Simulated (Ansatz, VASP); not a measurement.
## Two plane-wave programs on YZr2O2

```xyz
5
Lattice="5.0580 0.0000 0.0000 -2.5290 4.3804 0.0000 0.0000 0.0000 4.0959" Properties=species:S:1:pos:R:3 pbc="T T T"
Y     0.0000    0.0000    0.1860
Zr    0.0000    2.9202    2.2346
Zr    2.5290    1.4601    2.2346
O     0.0000    2.9202    0.1866
O     2.5290    1.4601    0.1866
```

Alike in both runs: functional PBE; k mesh 6 × 6 × 4; occupations gaussian, width 0.1 eV; no spin polarisation.

Ansatz relaxed the structure, and its values are those at the end. VASP's run is a single point on that final structure, the one shown.

```csv
,VASP,Ansatz
version,VASP 6.6.1,Ansatz 0.2.0
potentials or method,"VASP PAW PBE potentials, release 64 (Y_sv, Zr_sv, O), cutoff 520 eV","scalar-relativistic, plane waves, PAW"
valence electrons in the cell,47,47
```

```tsv
	VASP	Ansatz	Ansatz less VASP
gap on the k mesh at the Fermi level (eV)	none	none	-
pressure (GPa)	0.2	0.1	-0.12
```

A gap of «none» marks a metal or a gap that the smearing closes. With one functional, cell and mesh, what is left measures potentials, basis and numerics.

The k mesh is coarse, so the values compare programs but aren't converged.
